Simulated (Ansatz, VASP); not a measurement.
Al2Cu in VASP and in Ansatz

File INCAR:

```
SYSTEM = Al2Cu
ALGO = Fast
EDIFF = 1E-6
ENCUT = 520
GGA = PE
ISIF = 2
ISMEAR = 0
LASPH = .TRUE.
LCHARG = .TRUE.
LELF = .TRUE.
LREAL = .FALSE.
LVHAR = .TRUE.
LWAVE = .FALSE.
NBANDS = 16
NELM = 100
PREC = Accurate
SIGMA = 0.15
```

The input KPOINTS:

```
k-points
0
G
  16 16 16
  0 0 0
```

The input POSCAR:

```
Al2Cu
1.0
   -2.0446280232      1.8401652209      2.8912313231
    2.0446280232     -1.8401652209      2.8912313231
    2.0446280232      1.8401652209     -2.8912313231
Al Cu
2 1
Direct
    0.7500000000      0.2500000000      0.5000000000
    0.2500000000      0.7500000000      0.5000000000
    0.5000000000      0.5000000000      0.0000000000
```

Input for Ansatz:

```yaml
crystal:
  lattice:
    - [-2.0446280232, 1.8401652209, 2.8912313231]
    - [2.0446280232, -1.8401652209, 2.8912313231]
    - [2.0446280232, 1.8401652209, -2.8912313231]
  atoms:
    - { symbol: Al, position: [0.75, 0.25, 0.5] }
    - { symbol: Al, position: [0.25, 0.75, 0.5] }
    - { symbol: Cu, position: [0.5, 0.5, 0.0] }
basis:
  ecutwfc: 420
kpoints:
  mp_grid: { grid: [16, 16, 16] }
hamiltonian:
  xc: pbe
scf:
  occupations: { method: gaussian, width: 0.15 }
output:
  forces: true
  stress: true
  eigenvalues: true
```

Change from the starting cell: strain -0.1000 x Voigt [0, 1, 0, 0, 0, 0], atoms carried along.

Alike in both runs: task single point; functional PBE; k mesh 16 × 16 × 16; occupations gaussian, width 0.15 eV; no spin polarisation.

|  | VASP | Ansatz |
| --- | --- | --- |
| version | VASP 6.6.1 | Ansatz 0.2.0 |
| potentials or method | VASP PAW PBE potentials, release 64 (Al, Cu), cutoff 520 eV | scalar-relativistic, plane waves, PAW |
| valence electrons in the cell | 17 | 25 |

|  | VASP | Ansatz | Ansatz less VASP |
| --- | --- | --- | --- |
| gap on the k mesh at the Fermi level (eV) | none | none | - |
| pressure (GPa) | 13.9 | 13.8 | -0.13 |
| traceless stress, the component that is largest in VASP (GPa) | 10.87 | 10.91 | +0.035 |
| rms of the force components (eV/Å) | 0.386 | 0.386 | +0.0003 |

Atom by atom the forces differ by 0.000 eV/Å (rms over components). A gap of «none» marks a metal or a gap that the smearing closes. VASP's potentials hold 17 valence electrons a cell and Ansatz's 25, so a difference there can come from the potentials and not from the codes.
